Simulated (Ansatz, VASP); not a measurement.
**Two plane-wave programs on HfN**

File INCAR:

```
PREC     = Accurate       # precision mode
ENCUT    = 600            # plane-wave cutoff, eV
EDIFF    = 1E-6           # SCF threshold, eV
ISMEAR   = 0              # smearing method
SIGMA    = 0.15           # smearing width, eV
LREAL    = F              # projectors in reciprocal space
LASPH    = T              # aspherical terms in the spheres
NELM     = 80             # most SCF steps
ALGO     = Normal         # electronic algorithm
ISIF     = 3              # what is computed and relaxed
LWAVE    = F              # write WAVECAR
LCHARG   = F              # write CHGCAR
GGA      = PE             # functional
IBRION   = 2              # ionic algorithm
NSW      = 100            # ionic steps
EDIFFG   = -0.01          # ionic threshold
```

Contents of KPOINTS:

```
regular mesh
0
Gamma
  12 12 12
```

Contents of POSCAR:

```
HfN
1.0
    0.0000000000      2.2738965916      2.2738965916
    2.2738965916      0.0000000000      2.2738965916
    2.2738965916      2.2738965916      0.0000000000
Hf N
1 1
Direct
   -0.0319368637      0.0845999308     -0.0156752758
    0.5319368637      0.4154000692      0.5156752758
```

Input for Ansatz:

```yaml
crystal:
  lattice:
    - [0.0, 2.2738965916, 2.2738965916]
    - [2.2738965916, 0.0, 2.2738965916]
    - [2.2738965916, 2.2738965916, 0.0]
  atoms:
    - { symbol: Hf, position: [-0.0319368637, 0.0845999308, -0.0156752758] }
    - { symbol: "N", position: [0.5319368637, 0.4154000692, 0.5156752758] }
basis:
  ecutwfc: 420
kpoints:
  mp_grid: { grid: [12, 12, 12] }
hamiltonian:
  xc: pbe
scf:
  occupations: { method: gaussian, width: 0.15 }
output:
  forces: true
  stress: true
  eigenvalues: true
relax:
  adjacent_minimum: "off"
  f_tol: 0.01
  max_steps: 80
  cell: { stress_tol: 0.1 }
```

Change from the starting cell: atom 2 moved 0.45 Å; relaxed back.

Alike in both runs: task relaxation of cell and atoms; functional PBE; k mesh 12 × 12 × 12; occupations gaussian, width 0.15 eV; no spin polarisation.

```csv
,VASP,Ansatz
version,VASP 6.6.1,Ansatz 0.2.0
potentials or method,"VASP PAW PBE potentials, release 64 (Hf_pv, N), cutoff 600 eV","scalar-relativistic, plane waves, PAW"
valence electrons in the cell,15,31
```

|  | VASP | Ansatz | Ansatz less VASP |
| --- | --- | --- | --- |
| gap on the k mesh at the Fermi level, each at its own relaxed structure (eV) | none | none | - |
| relaxed volume (Å³/atom) | 11.64 | 11.75 | +0.111 |
| relaxed cell length with the largest relative difference (Å) | 3.205 | 3.215 | +0.0107 |

A gap of «none» marks a metal or a gap that the smearing closes. VASP's potentials hold 15 valence electrons a cell and Ansatz's 31, so a difference there can come from the potentials and not from the codes.

Neither program's run includes spin-orbit coupling.
